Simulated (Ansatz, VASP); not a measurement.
**PbS: VASP beside Ansatz**

Contents of INCAR:

```
ALGO = Normal
EDIFF = 1E-7
ENCUT = 520
GGA = PS
ISIF = 2
ISMEAR = 0
LASPH = True
LCHARG = False
LREAL = False
LWAVE = False
NBANDS = 17
NELM = 100
PREC = Accurate
SIGMA = 0.15
```

The input KPOINTS:

```
k-points
0
Gamma
  14 14 14
```

POSCAR

```
PbS
1.0
    3.6536590000      0.0000000000      0.0000000000
    0.0000000000      3.6536590000      0.0000000000
    0.0000000000      0.0000000000      3.3796345750
Pb S
1 1
Direct
    0.0000000000      0.0000000000      0.0000000000
    0.5000000000      0.5000000000      0.5000000000
```

Input for Ansatz:

```yaml
crystal:
  lattice:
    - [3.653659, 0.0, 0.0]
    - [0.0, 3.653659, 0.0]
    - [0.0, 0.0, 3.379634575]
  atoms:
    - { symbol: Pb, position: [0.0, 0.0, 0.0] }
    - { symbol: S, position: [0.5, 0.5, 0.5] }
basis:
  ecutwfc: 420
kpoints:
  mp_grid: { grid: [14, 14, 14] }
hamiltonian:
  xc: pbesol
scf:
  occupations: { method: gaussian, width: 0.15 }
output:
  forces: true
  stress: true
  eigenvalues: true
```

Change from the starting cell: strain -0.0750 x Voigt [0, 0, 1, 0, 0, 0], atoms carried along.

Alike in both runs: task single point; functional PBEsol; k mesh 14 × 14 × 14; occupations gaussian, width 0.15 eV; no spin polarisation.

|  | VASP | Ansatz |
| --- | --- | --- |
| version | VASP 6.6.1 | Ansatz 0.2.0 |
| potentials or method | VASP PAW PBE potentials, release 64 (Pb_d, S), cutoff 520 eV | scalar-relativistic, plane waves, PAW |
| valence electrons in the cell | 20 | 20 |

VASP gave:

```
gap on the k mesh at the Fermi level (eV)                     : none
pressure (GPa)                                                : 1.3
traceless stress, the component that is largest in VASP (GPa) : 4.54
```

**Question.** Estimate Ansatz's values.

**Answer.** gap on the k mesh at the Fermi level (eV): none; pressure (GPa): 1.3; traceless stress, the component that is largest in VASP (GPa): 4.55.

VASP's potentials were made for PBE, not for PBEsol. A gap of «none» marks a metal or a gap that the smearing closes. The functional is the same, so the differences come from potentials, cutoffs and numerics.

Spin-orbit coupling is off throughout.
